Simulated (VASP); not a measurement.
# La (P6_3/mmc) in VASP: further runs

La is run at these levels: PBE; tasks: single point.

Program: VASP 6.6.1. These are calculated values, not measurements. Logs are shortened: lines on timing, memory, paths and dates and some standing lists are left out, and cuts for length are marked.

## (1) The cell of the first run

The structure is hexagonal, space group P6_3/mmc (No. 194). The conventional cell has a = 3.295 Å, b = 3.295 Å, c = 5.488 Å, α = 90.00°, β = 90.00°, γ = 120.00°. Within 4.3 Å of La (site symmetry -6m2) lie 12 La at 3.29 to 3.34 Å.

## (2) Single point, PBE

INCAR

```
  PREC = Accurate
  ENCUT = 520
  EDIFF = 1E-6
  ISMEAR = -1
  SIGMA = 0.1
  LREAL = False
  LASPH = True
  NELM = 60
  ALGO = Normal
  ISIF = 2
  LWAVE = False
  LCHARG = False
  GGA = PE
  NBANDS = 18
```

KPOINTS

```
Automatic mesh
0
Gamma
  13 13 7
```

POSCAR

```
La
1.0
    3.2949155430      0.0000000000      0.0000000000
   -1.6474577715      2.8534805636      0.0000000000
    0.0000000000      0.0000000000      5.4876392735
La
2
Direct
    0.3333333333      0.6666666667      0.2500000000
    0.6666666667      0.3333333333      0.7500000000
```

Potentials or basis: VASP PAW PBE potentials, release 64 (La).

Run with:

```bash
$ cat potpaw_PBE.64/La/POTCAR > POTCAR
$ mpirun -np 1 vasp_std > vasp.out
```

OUTCAR:

```text
PREC = Accurate
   ENCUT = 520
   EDIFF = 1E-6
   ISMEAR = -1
   LREAL = False
   LASPH = True
   NELM = 60
   ISIF = 2
   GGA = PE

 ion  position               nearest neighbor table
   1  0.333  0.667  0.250-   2 3.34   2 3.34   2 3.34   2 3.34   2 3.34   2 3.34
   2  0.667  0.333  0.750-   1 3.34   1 3.34   1 3.34   1 3.34   1 3.34   1 3.34

  LATTYP: Found a hexagonal cell.
 ALAT       =     3.2949155430
 C/A-ratio  =     1.6654870821

  Lattice vectors:

 A1 = (   3.2949155430,   0.0000000000,   0.0000000000)
 A2 = (  -1.6474577715,   2.8534805636,   0.0000000000)
 A3 = (   0.0000000000,   0.0000000000,   5.4876392735)

Analysis of symmetry for initial positions (statically):
=====================================================================
 Subroutine PRICEL returns:
 Original cell was already a primitive cell.

 Routine SETGRP: Setting up the symmetry group for a
 hexagonal supercell.

 Subroutine GETGRP returns: Found 24 space group operations
 (whereof 12 operations were pure point group operations)
 out of a pool of 24 trial point group operations.

The static configuration has the point symmetry D_3d.
 The point group associated with its full space group is D_6h.

Analysis of symmetry for dynamics (positions and initial velocities):
=====================================================================
 Subroutine PRICEL returns:
 Original cell was already a primitive cell.

 Routine SETGRP: Setting up the symmetry group for a
 hexagonal supercell.

 Subroutine GETGRP returns: Found 24 space group operations
 (whereof 12 operations were pure point group operations)
 out of a pool of 24 trial point group operations.

The dynamic configuration has the point symmetry D_3d.
 The point group associated with its full space group is D_6h.

 Subroutine INISYM returns: Found 24 space group operations
 (whereof 12 operations are pure point group operations),
 and found     1 'primitive' translations

----------------------------------------------------------------------------------------

                                     Primitive cell

  volume of cell :      51.5947

  direct lattice vectors                    reciprocal lattice vectors
     3.294915543  0.000000000  0.000000000     0.303497916  0.175224603  0.000000000
    -1.647457772  2.853480564  0.000000000     0.000000000  0.350449207  0.000000000
     0.000000000  0.000000000  5.487639274     0.000000000  0.000000000  0.182227721

  length of vectors
     3.294915543  3.294915543  5.487639274     0.350449207  0.350449207  0.182227721

  position of ions in fractional coordinates (direct lattice)
     0.333333333  0.666666667  0.250000000
     0.666666667  0.333333333  0.750000000

  ion indices of the primitive-cell ions
   primitive index   ion index
                 1           1
                 2           2

----------------------------------------------------------------------------------------

 KPOINTS: Automatic mesh

Automatic generation of k-mesh.
 Grid dimensions read from file:
 generate k-points for:   13   13    7

 Generating k-lattice:

  Cartesian coordinates                     Fractional coordinates (reciprocal lattice)
     0.023345994  0.013478816  0.000000000     0.076923077 -0.000000000  0.000000000
     0.000000000  0.026957631  0.000000000     0.000000000  0.076923077  0.000000000
     0.000000000  0.000000000  0.026032532     0.000000000  0.000000000  0.142857143

  Length of vectors
     0.026957631  0.026957631  0.026032532

  Shift w.r.t. Gamma in fractional coordinates (k-lattice)
     0.000000000  0.000000000  0.000000000

 Subroutine IBZKPT returns following result:
 ===========================================

 Found     84 irreducible k-points:

 Following reciprocal coordinates:
            Coordinates               Weight
  0.000000  0.000000  0.000000      1.000000
  0.076923  0.000000  0.000000      6.000000
  0.153846  0.000000  0.000000      6.000000
  0.230769  0.000000  0.000000      6.000000
  0.307692  0.000000  0.000000      6.000000
  0.384615  0.000000  0.000000      6.000000
[... 16 lines left out ...]
  0.076923  0.000000  0.142857     12.000000
  0.153846  0.000000  0.142857     12.000000
 [... further k-points ...]
   k-points           NKPTS =     84   k-points in BZ     NKDIM =     84   number of bands    NBANDS=     18
   number of dos      NEDOS =    301   number of ions     NIONS =      2
   total plane-waves  NPLWV =  32928
   dimension x,y,z NGX =    28 NGY =   28 NGZ =   42
   dimension x,y,z NGXF=    56 NGYF=   56 NGZF=   84
   ions per type =               2
   NGX,Y,Z   is equivalent  to a cutoff of  14.13, 14.13, 12.72 a.u.
   NGXF,Y,Z  is equivalent  to a cutoff of  28.25, 28.25, 25.45 a.u.
 SYSTEM =  unknown system
   PREC   = accura    normal or accurate (medium, high low for compatibility)
   ISTART =      0    job   : 0-new  1-cont  2-samecut
   ICHARG =      2    charge: 1-file 2-atom 10-const
   ISPIN  =      1    spin polarized calculation?
   LNONCOLLINEAR =      F non collinear calculations
   LSORBIT =      F    spin-orbit coupling
   LASPH  =      T    aspherical Exc in radial PAW
   ENCUT  =  520.0 eV  38.22 Ry    6.18 a.u.   6.13  6.13 10.20*2*pi/ulx,y,z
   NELM   =     60;   NELMIN=  2; NELMDL= -5     # of ELM steps
   EDIFF  = 0.1E-05   stopping-criterion for ELM
   LREAL  =      F    real-space projection
   EDIFFG = 0.1E-04   stopping-criterion for IOM
   NSW    =      0    number of steps for IOM
   IBRION =     -1    ionic relax: 0-MD 1-quasi-New 2-CG
   NFREE  =      0    steps in history (QN), initial steepest desc. (CG)
   ISIF   =      2    stress and relaxation
   ISYM   =      2    0-nonsym 1-usesym 2-fastsym
   POTIM  = 0.5000    time-step for ionic-motion
   TEBEG  =    0.0;   TEEND  =   0.0 temperature during run
   PSTRESS=    0.0 pullay stress
   NELECT =      22.0000    total number of electrons
   NUPDOWN=      -1.0000    fix difference up-down
   EMIN   =  10.00;   EMAX   =-10.00  energy-range for DOS
   EFERMI =   0.00;   METHOD = LEGACY
   ISMEAR =    -1;   SIGMA  =   0.10  broadening in eV -4-tet -1-fermi 0-gaus
   EFERMI_NEDOS =   21; number of points for ismear=-14 and -15
   IALGO  =     38    algorithm
   IMIX   =      4    mixing-type and parameters
     AMIX     =   0.40;   BMIX     =  1.00
     AMIX_MAG =   1.60;   BMIX_MAG =  1.00
  volume/ion in A,a.u.               =      25.80       174.09
  Fermi-wavevector in a.u.,A,eV,Ry     =   1.232199  2.328518 20.657917  1.518314
  Thomas-Fermi vector in A             =   2.366978
   LORBIT       =      0    0 simple, 1 ext, 2 COOP (PROOUT), +10 PAW based schemes
   GGA     = PE    functional components
   LHFCALC =     F    Hartree Fock is set to
   AEXX    =    0.0000 exact exchange contribution
   IVDW    =     0    specifies the selected vdW correction
   LEPSILON=     F    determine dielectric tensor
   LRPA    =     F    only Hartree local field effects (RPA)
 non-spin polarized calculation
  energy-cutoff  :      520.00
  volume of cell :       51.59
 maximum number of plane-waves:      1406
 NGX is ok and might be reduce to    28
   NGX = 13   NGY = 13   NGZ = 21

 number of electron      22.0000000 magnetization

 Free energy of the ion-electron system (eV)
  ---------------------------------------------------
  ext. energy  EPLUGINS =         0.00000000
  ---------------------------------------------------
  free energy    TOTEN  =        -8.87901407 eV

  energy without entropy =       -8.79320847  energy(sigma->0) =       -8.83611127

 E-fermi :  11.9889     XC(G=0): -11.1504

 val. band max:       11.9868057520   @ k =   0.3077   0.1538   0.4286
 cond. band min:      11.9894825978   @ k =   0.1538   0.1538   0.1429
 fundamental gap:      0.0026768458
 Fermi energy:        11.9888779282

 k-point     1 :       0.0000    0.0000    0.0000
  band No.  band energies     occupation
      1     -20.8046      2.00000
      2     -20.1053      2.00000
      3      -6.0890      2.00000
      4      -2.8928      2.00000
      5      -2.8928      2.00000
      6      -2.5846      2.00000
[... 10 lines left out ...]
     17      14.1623      0.00000
     18      14.2151      0.00000

 k-point     2 :       0.0769    0.0000    0.0000
  band No.  band energies     occupation
      1     -20.7691      2.00000
      2     -20.0844      2.00000
      3      -6.0306      2.00000
      4      -3.1023      2.00000
      5      -2.9545      2.00000
      6      -2.6770      2.00000
[... 10 lines left out ...]
     17      14.2220      0.00000
     18      14.2345      0.00000

 k-point     3 :       0.1538    0.0000    0.0000
  band No.  band energies     occupation
      1     -20.6676      2.00000
      2     -20.0270      2.00000
      3      -5.8599      2.00000
      4      -3.6496      2.00000
      5      -3.1995      2.00000
      6      -3.1134      2.00000
[... 10 lines left out ...]
     17      14.0500      0.00000
     18      14.3930      0.00000

 k-point     4 :       0.2308    0.0000    0.0000
  band No.  band energies     occupation
      1     -20.5153      2.00000
      2     -19.9486      2.00000
      3      -5.5912      2.00000
      4      -4.3542      2.00000
      5      -3.8675      2.00000
      6      -3.3172      2.00000
[... 10 lines left out ...]
     17      14.3135      0.00000
     18      14.5462      0.00000

 k-point     5 :       0.3077    0.0000    0.0000
  band No.  band energies     occupation
      1     -20.3375      2.00000
      2     -19.8723      2.00000
      3      -5.2513      2.00000
      4      -5.0370      2.00000
      5      -4.5152      2.00000
      6      -3.5155      2.00000
[... 10 lines left out ...]
     17      14.6639      0.00000
     18      14.6862      0.00000

 k-point     6 :       0.3846    0.0000    0.0000
  band No.  band energies     occupation
      1     -20.1694      2.00000
      2     -19.8219      2.00000
      3      -5.5639      2.00000
      4      -5.0180      2.00000
      5      -4.8892      2.00000
      6      -3.6694      2.00000
[... 10 lines left out ...]
     17      14.4611      0.00000
     18      14.7168      0.00000

 k-point     7 :       0.4615   -0.0000    0.0000
  band No.  band energies     occupation
      1     -20.0574      2.00000
      2     -19.8073      2.00000
      3      -5.8486      2.00000
      4      -5.2914      2.00000
      5      -4.6100      2.00000
      6      -3.7529      2.00000
[... 10 lines left out ...]
     17      14.5974      0.00000
     18      14.6630      0.00000

 k-point     8 :       0.0769    0.0769    0.0000
  band No.  band energies     occupation
      1     -20.7005      2.00000
      2     -20.0452      2.00000
      3      -5.9160      2.00000
      4      -3.4399      2.00000
      5      -3.2054      2.00000
      6      -2.9074      2.00000
[... 10 lines left out ...]
     17      14.2876      0.00000
     18      14.3560      0.00000
[... 229 lines left out ...]
     17      14.5696      0.00000
     18      14.5989      0.00000

 k-point    20 :       0.3846    0.2308    0.0000
  band No.  band energies     occupation
      1     -19.9314      2.00000
      2     -19.8113      2.00000
      3      -5.5259      2.00000
      4      -4.9952      2.00000
      5      -4.5896      2.00000
      6      -4.2549      2.00000
[... 10 lines left out ...]
     17      14.4659      0.00000
     18      14.5626      0.00000

 k-point    21 :       0.3077    0.3077    0.0000
  band No.  band energies     occupation
      1     -19.8961      2.00000
      2     -19.8235      2.00000
      3      -5.3657      2.00000
      4      -4.9466      2.00000
      5      -4.7288      2.00000
      6      -4.1895      2.00000
[... 10 lines left out ...]
     17      14.3041      0.00000
     18      14.5920      0.00000

 k-point    22 :       0.0000    0.0000    0.1429
  band No.  band energies     occupation
      1     -20.7732      2.00000
      2     -20.1436      2.00000
      3      -5.9426      2.00000
      4      -2.8729      2.00000
      5      -2.8729      2.00000
      6      -2.8031      2.00000
[... 10 lines left out ...]
     17      14.0559      0.00000
     18      14.4119      0.00000

 k-point    23 :       0.0769    0.0000    0.1429
  band No.  band energies     occupation
      1     -20.7383      2.00000
      2     -20.1218      2.00000
      3      -5.8894      2.00000
      4      -3.0793      2.00000
      5      -2.9329      2.00000
      6      -2.8920      2.00000
[... 10 lines left out ...]
     17      14.1550      0.00000
     18      14.3029      0.00000

 k-point    24 :       0.1538    0.0000    0.1429
  band No.  band energies     occupation
      1     -20.6385      2.00000
      2     -20.0618      2.00000
      3      -5.7368      2.00000
      4      -3.6168      2.00000
      5      -3.3209      2.00000
      6      -3.0881      2.00000
[... 10 lines left out ...]
     17      14.2024      0.00000
     18      14.3627      0.00000

 [... further k-points ...]
[... 5 lines left out ...]
  --------------------------------------------------------------------------------------
  -------------------------------------------------------------------------------------
  Total        4.8500768      4.8500768      4.8751398     -0.0000000      0.0000000      0.0000000
  in kB      150.6102188    150.6102188    151.3885025     -0.0000000      0.0000000      0.0000000
  external PRESSURE =     150.8696467 kB  Pullay stress =       0.0000000 kB

 VOLUME and BASIS-vectors are now :
 -----------------------------------------------------------------------------
  energy-cutoff  :      520.00
  volume of cell :       51.59
      direct lattice vectors                 reciprocal lattice vectors
     3.294915543  0.000000000  0.000000000     0.303497916  0.175224603  0.000000000
    -1.647457772  2.853480564  0.000000000     0.000000000  0.350449207  0.000000000
     0.000000000  0.000000000  5.487639274     0.000000000  0.000000000  0.182227721

 POSITION                                       TOTAL-FORCE (eV/Angst)
 -----------------------------------------------------------------------------------
     -0.00000      1.90232      1.37191        -0.000000      0.000000      0.000000
      1.64746      0.95116      4.11573         0.000000      0.000000      0.000000
 -----------------------------------------------------------------------------------
    total drift:                               -0.000000      0.000000     -0.000000

  FREE ENERGIE OF THE ION-ELECTRON SYSTEM (eV)
  ---------------------------------------------------
  free  energy   TOTEN  =        -8.8790140710 eV

  energy  without entropy=       -8.7932084689  energy(sigma->0) =       -8.83611127
```

Run time: 93 s. Hardware: 1 thread of Intel Xeon 6975P-C, shared host; peak memory 0.23 GiB.

What came out:

| Property | Result |
| --- | --- |
| Free energy | -8.8790 eV |
| Pressure | 15.1 GPa |
| Band gap on the k mesh | zero (band 11 reaches 12.87 eV, above the bottom of band 12 at 11.08 eV) |

Stress tensor (GPa, compression positive):
```
15.06  0.00  0.00
 0.00 15.06  0.00
 0.00  0.00 15.14
```

Levels at points of the mesh, in eV from the Fermi level:
```csv
k point,band 7,band 8,band 9,band 10,band 11,band 12,band 13,band 14,band 15,band 16
"(0.00, 0.00, 0.00)",-14.46,-14.46,-2.31,-2.06,0.88,1.53,1.53,1.79,1.95,2.16
```

Caveat: spin-orbit coupling is left out, which moves the levels of the heavy elements.

[end of part 1 of 3]
